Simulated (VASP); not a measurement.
A run of VASP 6.6.1:

Contents of INCAR:

```
PREC = Accurate ; ENCUT = 600
EDIFF = 1E-6 ; ISMEAR = 0
SIGMA = 0.1 ; LREAL = F
LASPH = T ; NELM = 120
ALGO = Normal ; ISIF = 2
LWAVE = F ; LCHARG = T
GGA = PE ; LELF = T
LVHAR = T ; NBANDS = 7
GGA_COMPAT = F
```

Contents of KPOINTS:

```
regular mesh
0
Gamma
  16 16 16
```

Contents of POSCAR:

```
Mg
1.0
    0.0000000000      2.2601413364      2.2601413364
    2.2601413364      0.0000000000      2.2601413364
    2.2601413364      2.2601413364      0.0000000000
Mg
1
Direct
    0.0000000000      0.0000000000      0.0000000000
```

Potentials or basis: VASP PAW PBE potentials, release 64 (Mg).

Launch:

```console
$ cat potpaw_PBE.64/Mg/POTCAR > POTCAR
$ mpirun -np 1 vasp_std > vasp.out
```

Hardware: 1 thread of AMD EPYC 9R45 96-Core Processor (Zen 5), with other jobs on the host.

Problem. Estimate the wall time of this run.

Solution. It took 14 s on 1 thread of AMD EPYC 9R45 96-Core Processor (Zen 5), with other jobs on the host, peak memory 0.14 GiB. Counts: scf iterations 9, k points 145.
